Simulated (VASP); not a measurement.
# Ti16Si32H (a cell with a defect) in VASP: relaxation of the atoms with PBE

Aim: the relaxation of the atoms of Ti16Si32H (a cell with a defect) with PBE.

Program: VASP 6.6.1. These are calculated values, not measurements. Logs are shortened: lines on timing, memory, paths and dates and some standing lists are left out, and cuts for length are marked.

### Step 1. The cell of the first run

The cell holds a defect, 49 atoms: a = 9.568 Å, b = 9.568 Å, c = 9.814 Å, α = 104.25°, β = 104.25°, γ = 119.67°.

### Step 2. Relaxation of the atoms, PBE

INCAR reads:

```
ALGO = Normal ; EDIFF = 1E-6
EDIFFG = -0.02 ; ENCUT = 520
GGA = PE ; IBRION = 2
ISIF = 2 ; ISMEAR = 1
LASPH = True ; LCHARG = False
LREAL = Auto ; LWAVE = False
NELM = 100 ; NSW = 90
PREC = Accurate ; SIGMA = 0.1
```

KPOINTS reads:

```
k-points
0
Gamma
  1 1 1
```

POSCAR reads:

```
Ti16Si32H
1.0
    4.8081252100      8.2721766700      0.0000000000
    4.8081252100     -8.2721766700      0.0000000000
   -4.8081252100      0.0000000000     -8.5559772500
Ti Si H
16 32 1
Direct
    0.2488372200      0.2497402400     -0.0012002000
    0.3749708900      0.1244768300      0.2498700100
    0.2498586400      0.2515589300      0.4993954400
    0.3758590200      0.1248387400      0.7504271200
    0.2484530300      0.7478910500     -0.0017564700
    0.3750000000      0.6250000000      0.2500000000
    0.2500000000      0.7500000000      0.5000000000
    0.3767490400      0.6267491700      0.7516866100
    0.7465008100      0.2466621800     -0.0031523500
    0.8766364200      0.1280848100      0.2517924200
    0.7506290000      0.2496068000      0.4995132200
    0.8775843600      0.1269970500      0.7531939200
    0.7480003300      0.7494123600     -0.0005661400
    0.8747263800      0.6261371200      0.2506168800
    0.7490301000      0.7500634400      0.5005108500
    0.8766167500      0.6252871300      0.7511040200
    0.4107244500      0.0845944400     -0.0014702400
    0.0868411100      0.4151757600      0.0026112000
    0.0433743400      0.4566256600      0.2500000000
    0.2066256600      0.2933743400      0.2500000000
    0.4183743400      0.0816256600      0.5000000000
    0.0859752800      0.4128321500      0.5026388800
    0.0373263500      0.4612666400      0.7515298600
    0.2134903800      0.2888322800      0.7501197600
    0.4103065900      0.5834528100     -0.0023929300
    0.0874068400      0.9133892100     -0.0009520400
    0.0381825500      0.9617141800      0.2502480600
    0.2066256600      0.7933743400      0.2500000000
    0.4183743400      0.5816256600      0.5000000000
    0.0867407100      0.9142694800      0.4993615500
    0.0402960400      0.9618529200      0.7505061400
    0.2118653900      0.7892630400      0.7500082000
    0.9121665200      0.0866389400      0.0009670100
    0.5865750000      0.4131496100     -0.0008626200
    0.5395045100      0.4616498800      0.2498835900
    0.7060627600      0.2870395100      0.2489623800
    0.9144771100      0.0864162400      0.5003826800
    0.5880890700      0.4120727600      0.4986936300
    0.5392433200      0.4618074800      0.7507724600
    0.7131874300      0.2900256200      0.7503885100
    0.9116316100      0.5859073600     -0.0006798700
    0.5872787400      0.9145351100      0.0003369400
    0.5379793600      0.9608930000      0.2494940700
    0.7138599300      0.7911663300      0.2524419700
    0.9124455500      0.5863584800      0.4994230900
    0.5816256600      0.9183743400      0.5000000000
    0.5369157900      0.9591971600      0.7498924300
    0.7196033800      0.7945096100      0.7550935400
    0.3523860000      0.7711030000      0.3734890000
```

Potentials or basis: VASP PAW PBE potentials, release 64 (Ti_sv, Si, H).

Command:

```console
cat potpaw_PBE.64/Ti_sv/POTCAR potpaw_PBE.64/Si/POTCAR potpaw_PBE.64/H/POTCAR > POTCAR
mpirun -np 1 vasp_gam > vasp.out
```

OUTCAR:

```text
EDIFF = 1E-6
   EDIFFG = -0.02
   ENCUT = 520
   GGA = PE
   IBRION = 2
   ISIF = 2
   ISMEAR = 1
   LASPH = True
   LREAL = Auto
   NELM = 100
   NSW = 90
   PREC = Accurate

 ion  position               nearest neighbor table
   1  0.249  0.250  0.999-  31 2.52  24 2.53  35 2.55  20 2.56  17 2.71  18 2.71  25 2.78  26 2.80
                            34 2.81  33 2.81
   2  0.375  0.124  0.250-  38 2.53  26 2.53  17 2.54  21 2.56  43 2.70  28 2.75  36 2.76  20 2.79
                            27 2.80  35 2.80
   3  0.250  0.252  0.499-  24 2.53  27 2.54  20 2.54  39 2.55  22 2.69  29 2.74  37 2.79  21 2.80
                            30 2.80  38 2.82
   4  0.376  0.125  0.750-  17 2.53  34 2.53  30 2.54  21 2.56  24 2.70  47 2.70  32 2.79  31 2.79
                            39 2.80  40 2.80
   5  0.248  0.748  0.998-  23 2.51  32 2.53  43 2.55  28 2.57  25 2.70  26 2.70  18 2.78  17 2.80
                            41 2.81  42 2.81
   6  0.375  0.625  0.250-  49 1.75  18 2.52  25 2.54  46 2.56  29 2.56  35 2.71  20 2.76  19 2.76
                            28 2.79  43 2.79  44 2.81
   7  0.250  0.750  0.500-  49 1.75  47 2.53  32 2.53  19 2.56  28 2.56  30 2.71  21 2.76  46 2.76
                            29 2.79  45 2.80  22 2.81
   8  0.377  0.627  0.752-  25 2.52  42 2.52  22 2.54  29 2.56  32 2.71  39 2.71  47 2.77  24 2.80
                            23 2.82  48 2.84
   9  0.747  0.247  0.997-  47 2.52  40 2.52  36 2.56  19 2.59  33 2.69  34 2.70  42 2.78  17 2.80
[... 64 lines left out ...]
                             9 2.81  18 2.86
  42  0.587  0.915  0.000-   8 2.52  10 2.55  47 2.57  43 2.58  13 2.70  33 2.70  25 2.74   9 2.78
                             5 2.81  17 2.87
  43  0.538  0.961  0.249-  11 2.54   5 2.55  46 2.56  42 2.58   2 2.70  36 2.71  28 2.76   6 2.79
                            10 2.81  44 2.86
  44  0.714  0.791  0.252-  15 2.53  13 2.54  37 2.56  25 2.63  14 2.70  27 2.71  35 2.73  10 2.80
                             6 2.81  43 2.86
  45  0.912  0.586  0.499-  14 2.53  16 2.54  36 2.59  32 2.59  38 2.70  15 2.71  30 2.73  11 2.80
                             7 2.80  22 2.87
  46  0.582  0.918  0.500-  49 1.75   6 2.56  43 2.56  47 2.56  12 2.58  21 2.70  11 2.76   7 2.76
                            37 2.77  15 2.78  29 2.80
  47  0.537  0.959  0.750-   9 2.52   7 2.53  46 2.56  42 2.57   4 2.70  32 2.70  40 2.75   8 2.77
                            12 2.82  48 2.87
  48  0.720  0.795  0.755-  13 2.51  33 2.53  15 2.54  29 2.62  31 2.69  16 2.70  39 2.75  12 2.77
                             8 2.84  47 2.87
  49  0.352  0.771  0.373-  28 1.75   6 1.75   7 1.75  46 1.75

  LATTYP: Found a face centered orthorhombic cell.
 ALAT       =     9.6162504200
 B/A-ratio  =     1.7204578310
 C/A-ratio  =     1.7794830368

  Lattice vectors:

 A1 = (   0.0000000000,  -8.2721766700,  -8.5559772500)
 A2 = (   4.8081252100,   0.0000000000,  -8.5559772500)
 A3 = (   4.8081252100,  -8.2721766700,   0.0000000000)

Analysis of symmetry for initial positions (statically):
=====================================================================
 Subroutine PRICEL returns:
 Original cell was already a primitive cell.

 Routine SETGRP: Setting up the symmetry group for a
 face centered orthorhombic supercell.

 Subroutine GETGRP returns: Found  1 space group operations
 (whereof  1 operations were pure point group operations)
 out of a pool of  8 trial point group operations.

The static configuration has the point symmetry C_1 .

Analysis of symmetry for dynamics (positions and initial velocities):
=====================================================================
 Subroutine PRICEL returns:
 Original cell was already a primitive cell.

 Routine SETGRP: Setting up the symmetry group for a
 face centered orthorhombic supercell.

 Subroutine GETGRP returns: Found  1 space group operations
 (whereof  1 operations were pure point group operations)
 out of a pool of  8 trial point group operations.

The dynamic configuration has the point symmetry C_1 .

 Subroutine INISYM returns: Found  1 space group operations
 (whereof  1 operations are pure point group operations),
 and found     1 'primitive' translations

----------------------------------------------------------------------------------------

                                     Primitive cell

  volume of cell :     680.6051

  direct lattice vectors                    reciprocal lattice vectors
     4.808125210  8.272176670  0.000000000     0.103990636  0.060443583 -0.058438678
     4.808125210 -8.272176670  0.000000000     0.103990636 -0.060443583 -0.058438678
    -4.808125210  0.000000000 -8.555977250     0.000000000  0.000000000 -0.116877356

  length of vectors
[... 131 lines left out ...]
 Following reciprocal coordinates:
            Coordinates               Weight
  0.000000  0.000000  0.000000      1.000000
   k-points           NKPTS =      1   k-points in BZ     NKDIM =      1   number of bands    NBANDS=    192
   number of dos      NEDOS =    301   number of ions     NIONS =     49
   total plane-waves  NPLWV = 414720
   dimension x,y,z NGX =    72 NGY =   72 NGZ =   80
   dimension x,y,z NGXF=   144 NGYF=  144 NGZF=  160
   ions per type =              16  32   1
   NGX,Y,Z   is equivalent  to a cutoff of  12.51, 12.51, 13.55 a.u.
   NGXF,Y,Z  is equivalent  to a cutoff of  25.02, 25.02, 27.10 a.u.
 SYSTEM =  unknown system
   PREC   = accura    normal or accurate (medium, high low for compatibility)
   ISTART =      0    job   : 0-new  1-cont  2-samecut
   ICHARG =      2    charge: 1-file 2-atom 10-const
   ISPIN  =      1    spin polarized calculation?
   LNONCOLLINEAR =      F non collinear calculations
   LSORBIT =      F    spin-orbit coupling
   LASPH  =      T    aspherical Exc in radial PAW
   ENCUT  =  520.0 eV  38.22 Ry    6.18 a.u.  17.79 17.79 18.25*2*pi/ulx,y,z
   NELM   =    100;   NELMIN=  2; NELMDL= -5     # of ELM steps
   EDIFF  = 0.1E-05   stopping-criterion for ELM
   LREAL  =      T    real-space projection
   EDIFFG = -.2E-01   stopping-criterion for IOM
   NSW    =     90    number of steps for IOM
   IBRION =      2    ionic relax: 0-MD 1-quasi-New 2-CG
   NFREE  =      1    steps in history (QN), initial steepest desc. (CG)
   ISIF   =      2    stress and relaxation
   ISYM   =      2    0-nonsym 1-usesym 2-fastsym
   POTIM  = 0.5000    time-step for ionic-motion
   TEBEG  =    0.0;   TEEND  =   0.0 temperature during run
   PSTRESS=    0.0 pullay stress
   NELECT =     321.0000    total number of electrons
   NUPDOWN=      -1.0000    fix difference up-down
   EMIN   =  10.00;   EMAX   =-10.00  energy-range for DOS
   EFERMI =   0.00;   METHOD = LEGACY
   ISMEAR =     1;   SIGMA  =   0.10  broadening in eV -4-tet -1-fermi 0-gaus
   EFERMI_NEDOS =   21; number of points for ismear=-14 and -15
   IALGO  =     38    algorithm
   IMIX   =      4    mixing-type and parameters
     AMIX     =   0.40;   BMIX     =  1.00
     AMIX_MAG =   1.60;   BMIX_MAG =  1.00
  volume/ion in A,a.u.               =      13.89        93.73
  Fermi-wavevector in a.u.,A,eV,Ry     =   1.274319  2.408113 22.094345  1.623889
  Thomas-Fermi vector in A             =   2.407093
   LORBIT       =      0    0 simple, 1 ext, 2 COOP (PROOUT), +10 PAW based schemes
   GGA     = PE    functional components
   LHFCALC =     F    Hartree Fock is set to
   AEXX    =    0.0000 exact exchange contribution
   IVDW    =     0    specifies the selected vdW correction
   LEPSILON=     F    determine dielectric tensor
   LRPA    =     F    only Hartree local field effects (RPA)
 conjugate gradient relaxation of ions
 non-spin polarized calculation
 Methfessel and Paxton  Order N= 1 SIGMA  =   0.10
  energy-cutoff  :      520.00
  volume of cell :      680.61
 maximum number of plane-waves:      9169
 NGX is ok and might be reduce to    70
   NGX = 35   NGY = 35   NGZ = 37

--------------------------------------- Ionic step        1  -------------------------------------------

 number of electron     321.0000009 magnetization

 Free energy of the ion-electron system (eV)
  ---------------------------------------------------
  ext. energy  EPLUGINS =         0.00000000
  ---------------------------------------------------
  free energy    TOTEN  =      -328.66252108 eV

  energy without entropy =     -328.65455271  energy(sigma->0) =     -328.65986496

------------------------ aborting loop because EDIFF is reached ----------------------------------------

  FORCE on cell =-STRESS in cart. coord.  units (eV):
  Direction    XX          YY          ZZ          XY          YZ          ZX
  --------------------------------------------------------------------------------------
  -------------------------------------------------------------------------------------
  Total        1.3258190     -6.5459023     -3.4681786      1.6365558      0.0692226     -0.5447181
  in kB        3.1210421    -15.4093710     -8.1642605      3.8525316      0.1629534     -1.2822927
  external PRESSURE =      -6.8175298 kB  Pullay stress =       0.0000000 kB
[... 230 lines left out ...]
  FREE ENERGIE OF THE ION-ELECTRON SYSTEM (eV)
  ---------------------------------------------------
  free  energy   TOTEN  =      -328.9077767606 eV

  energy  without entropy=     -328.8928220084  energy(sigma->0) =     -328.90279184

[... ionic steps 4 to 13 ...]

--------------------------------------- Ionic step       14  -------------------------------------------

 number of electron     321.0000007 magnetization

------------------------ aborting loop because EDIFF is reached ----------------------------------------
[... 161 lines left out ...]
--------------------------------------- Ionic step       16  -------------------------------------------

 number of electron     321.0000007 magnetization

 Free energy of the ion-electron system (eV)
  ---------------------------------------------------
  ext. energy  EPLUGINS =         0.00000000
  ---------------------------------------------------
  free energy    TOTEN  =      -329.01149436 eV

  energy without entropy =     -328.99641684  energy(sigma->0) =     -329.00646852

 E-fermi :  10.4573     XC(G=0): -11.6836

 val. band max:       10.4495048690   @ k =   0.0000   0.0000   0.0000
 cond. band min:      11.0168188361   @ k =   0.0000   0.0000   0.0000
 fundamental gap:      0.5673139671
 Fermi energy:        10.4573083813

 k-point     1 :       0.0000    0.0000    0.0000
  band No.  band energies     occupation
      1     -46.0001      2.00000
      2     -45.9906      2.00000
      3     -45.9388      2.00000
      4     -45.9363      2.00000
      5     -45.9289      2.00000
      6     -45.9285      2.00000
[... 164 lines left out ...]
    171      11.4130     -0.00000
    172      11.4224     -0.00000
 [bands above 172 left out]

------------------------ aborting loop because EDIFF is reached ----------------------------------------

  FORCE on cell =-STRESS in cart. coord.  units (eV):
  Direction    XX          YY          ZZ          XY          YZ          ZX
  --------------------------------------------------------------------------------------
  -------------------------------------------------------------------------------------
  Total        1.1363202     -5.8424815     -4.8055318      2.0378369     -0.4514547     -1.1318909
  in kB        2.6749529    -13.7534844    -11.3124547      4.7971668     -1.0627462     -2.6645261
  external PRESSURE =      -7.4636621 kB  Pullay stress =       0.0000000 kB
[... 64 lines left out ...]
  FREE ENERGIE OF THE ION-ELECTRON SYSTEM (eV)
  ---------------------------------------------------
  free  energy   TOTEN  =      -329.0114943580 eV

  energy  without entropy=     -328.9964168400  energy(sigma->0) =     -329.00646852

 reached required accuracy - stopping structural energy minimisation
```

It took 1.8 h on 1 thread of Oxide Virtual Turin-like, shared host; peak memory 0.87 GiB.

Results:

| Quantity | Value |
| --- | --- |
| Free energy | -329.0115 eV |
| Energy gained by relaxing | 7.1 meV/atom |
| Ionic steps | 16 |
| Pressure after relaxing | -0.7 GPa |
| Largest force after relaxing | 0.016 eV/Å |
| Band gap on the k mesh | zero (an odd number of electrons rules out a gap without spin polarisation) |

Forces on the atoms (eV/Å):
```
Ti  -0.004 -0.004  0.002
Ti   0.004  0.001  0.009
Ti  -0.006  0.001 -0.006
Ti   0.002  0.003  0.010
Ti   0.000  0.001 -0.008
Ti   0.003 -0.009 -0.007
Ti   0.004 -0.002 -0.006
Ti   0.005  0.001  0.002
Ti   0.001 -0.005 -0.004
Ti  -0.005  0.002 -0.006
Ti   0.001 -0.001  0.002
Ti  -0.001  0.005 -0.011
Ti   0.008 -0.005 -0.009
Ti  -0.003 -0.005  0.004
Ti  -0.004  0.008  0.013
Ti  -0.011  0.006  0.008
Si  -0.005 -0.002 -0.002
Si  -0.003  0.000  0.001
Si  -0.001  0.000  0.009
Si   0.000 -0.008  0.001
Si   0.000  0.000 -0.003
Si   0.004  0.008  0.003
Si   0.001  0.003  0.003
Si   0.001  0.003  0.001
Si   0.000  0.003  0.001
Si   0.005 -0.008 -0.007
Si  -0.003 -0.006  0.005
Si   0.001  0.007 -0.001
Si   0.001  0.004 -0.003
Si   0.003  0.005 -0.003
Si   0.002  0.004 -0.004
Si  -0.002 -0.002  0.001
Si   0.006 -0.001  0.001
Si  -0.001 -0.005 -0.005
Si   0.003  0.002 -0.001
Si   0.004 -0.005  0.002
Si   0.002  0.001  0.001
Si   0.003 -0.004 -0.004
Si  -0.006  0.012  0.000
Si  -0.003 -0.001  0.005
Si  -0.002 -0.003  0.003
Si  -0.008  0.004  0.002
Si  -0.004 -0.003  0.006
Si  -0.003 -0.010  0.000
Si   0.002 -0.003  0.005
Si   0.001  0.001 -0.001
Si  -0.006 -0.001  0.004
Si   0.006  0.000 -0.001
H    0.010  0.008 -0.011
```

The path:
| step | energy change (eV) | largest force (eV/Å) | pressure (GPa) |
| --- | --- | --- | --- |
| 1 | 0.0000 | 1.5356 | -0.68 |
| 2 | -0.2129 | 0.6468 | -0.77 |
| 3 | -0.2453 | 0.5420 | -0.76 |
| 4 | -0.2923 | 0.2908 | -0.74 |
| 5 | -0.2990 | 0.3303 | -0.72 |
| 6 | -0.3232 | 0.2636 | -0.72 |
| 7 | -0.3280 | 0.2171 | -0.71 |
| 8 | -0.3379 | 0.1452 | -0.72 |
| 9 | -0.3402 | 0.1082 | -0.73 |
| 10 | -0.3454 | 0.0671 | -0.74 |
| 11 | -0.3458 | 0.0586 | -0.74 |
| 12 | -0.3478 | 0.0442 | -0.75 |
| 13 | -0.3478 | 0.0420 | -0.75 |
| 14 | -0.3486 | 0.0238 | -0.75 |
| 15 | -0.3486 | 0.0241 | -0.75 |
| 16 | -0.3490 | 0.0164 | -0.75 |

Final structure:
```yaml
crystal:
  lattice:
    - [4.80813, 8.27218, 0.00000]
    - [4.80813, -8.27218, 0.00000]
    - [-4.80813, 0.00000, -8.55598]
  atoms:
    - { symbol: Ti, position: [0.24940, 0.24968, 0.00002] }
    - { symbol: Ti, position: [0.37558, 0.12286, 0.25110] }
    - { symbol: Ti, position: [0.25014, 0.25045, 0.50086] }
    - { symbol: Ti, position: [0.37619, 0.12530, 0.75184] }
    - { symbol: Ti, position: [0.24850, 0.74811, 0.99861] }
    - { symbol: Ti, position: [0.37678, 0.62572, 0.25206] }
    - { symbol: Ti, position: [0.24602, 0.74590, 0.49734] }
    - { symbol: Ti, position: [0.37636, 0.62703, 0.75232] }
    - { symbol: Ti, position: [0.74768, 0.24782, 0.99709] }
    - { symbol: Ti, position: [0.87489, 0.12491, 0.25106] }
    - { symbol: Ti, position: [0.74811, 0.24657, 0.49881] }
    - { symbol: Ti, position: [0.87835, 0.12836, 0.75373] }
    - { symbol: Ti, position: [0.74840, 0.74916, 0.99919] }
    - { symbol: Ti, position: [0.87644, 0.62425, 0.24994] }
    - { symbol: Ti, position: [0.75049, 0.74875, 0.50005] }
    - { symbol: Ti, position: [0.87700, 0.62584, 0.75121] }
    - { symbol: Si, position: [0.41202, 0.08573, 0.00030] }
    - { symbol: Si, position: [0.08871, 0.41584, 0.00094] }
    - { symbol: Si, position: [0.03441, 0.45560, 0.24835] }
    - { symbol: Si, position: [0.21224, 0.28770, 0.25082] }
    - { symbol: Si, position: [0.41442, 0.09066, 0.50293] }
    - { symbol: Si, position: [0.08682, 0.41361, 0.50108] }
    - { symbol: Si, position: [0.03743, 0.46018, 0.75012] }
    - { symbol: Si, position: [0.21405, 0.29072, 0.75213] }
    - { symbol: Si, position: [0.41318, 0.58585, 0.00042] }
    - { symbol: Si, position: [0.08645, 0.91298, 0.99959] }
    - { symbol: Si, position: [0.03761, 0.96262, 0.25179] }
    - { symbol: Si, position: [0.19470, 0.79218, 0.24299] }
    - { symbol: Si, position: [0.41263, 0.58248, 0.50097] }
    - { symbol: Si, position: [0.08507, 0.91324, 0.50056] }
    - { symbol: Si, position: [0.03797, 0.96218, 0.75136] }
    - { symbol: Si, position: [0.21515, 0.79136, 0.75282] }
    - { symbol: Si, position: [0.91182, 0.08484, 0.00019] }
    - { symbol: Si, position: [0.58548, 0.41294, 0.99984] }
    - { symbol: Si, position: [0.53899, 0.46020, 0.25115] }
    - { symbol: Si, position: [0.71091, 0.28834, 0.25022] }
    - { symbol: Si, position: [0.91863, 0.08725, 0.50155] }
    - { symbol: Si, position: [0.58664, 0.41311, 0.50021] }
    - { symbol: Si, position: [0.53712, 0.46210, 0.75134] }
    - { symbol: Si, position: [0.71327, 0.28838, 0.74971] }
    - { symbol: Si, position: [0.90584, 0.58001, 0.99524] }
    - { symbol: Si, position: [0.58800, 0.91390, 0.99912] }
    - { symbol: Si, position: [0.53932, 0.96159, 0.24800] }
    - { symbol: Si, position: [0.71301, 0.78789, 0.25101] }
    - { symbol: Si, position: [0.91165, 0.58404, 0.49851] }
    - { symbol: Si, position: [0.60294, 0.91905, 0.50136] }
    - { symbol: Si, position: [0.53825, 0.95973, 0.74775] }
    - { symbol: Si, position: [0.71307, 0.78928, 0.75124] }
    - { symbol: H, position: [0.35693, 0.79033, 0.37346] }
```

Levels at points of the mesh, in eV from the Fermi level:
```
           k point  band 157  band 158  band 159  band 160  band 161  band 162  band 163  band 164  band 165  band 166
(0.00, 0.00, 0.00)     -0.36     -0.12     -0.10     -0.05     -0.01      0.56      0.60      0.69      0.74      0.75
```

Caveat: the k points lie up to 0.84 Å⁻¹ apart, too coarse for converged energies and pressures of a metal; an odd number of electrons without spin polarisation forces a metal; a magnetic or distorted state may lie lower.

The gap in the log of VASP goes by the Fermi energy; the results here count the filled bands.